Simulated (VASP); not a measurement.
Wanted: the native input for a VASP 6.6.1 run.

| Item | Value |
| --- | --- |
| Task | single point |
| Functional | LDA |
| Potentials or basis | VASP PAW LDA potentials, release 64 (Al) |
| Cutoff | 520 eV |
| k mesh | 18 × 18 × 18 |
| Occupations | fermi-dirac, width 0.05 eV |
| Spin | no spin polarisation |
| Dipole correction | no |
| Further INCAR settings | ALGO = Normal; EDIFF = 1e-06; NBANDS = 8 |

The structure of Al lies in POSCAR:

```
Al
1.0
    0.0000000000      1.9920140329      1.9920140329
    1.9920140329      0.0000000000      1.9920140329
    1.9920140329      1.9920140329      0.0000000000
Al
1
Direct
    0.0000000000      0.0000000000      0.0000000000
```

One way to write it, as run:

INCAR

```
SYSTEM = Al
  ALGO = Normal
  EDIFF = 1E-6
  ENCUT = 520
  GGA = CA
  ISIF = 2
  ISMEAR = -1
  LASPH = .True.
  LCHARG = .True.
  LELF = .True.
  LREAL = .False.
  LVHAR = .True.
  LWAVE = .False.
  NBANDS = 8
  NELM = 60
  PREC = Accurate
  SIGMA = 0.05
```

KPOINTS

```
k-points
0
Gamma
  18 18 18
  0 0 0
```

Potentials or basis: VASP PAW LDA potentials, release 64 (Al).

The run is started by

```sh
$ cat potpaw_LDA.64/Al/POTCAR > POTCAR
$ mpirun -np 1 vasp_std > vasp.out
```

It gave:

The pressure is 0.0 GPa.

Wall time 11 s on 1 thread of Intel(R) Xeon(R) Platinum 8259CL CPU @ 2.50GHz (Skylake/Cascade Lake), with other jobs on the host, peak memory 0.13 GiB.
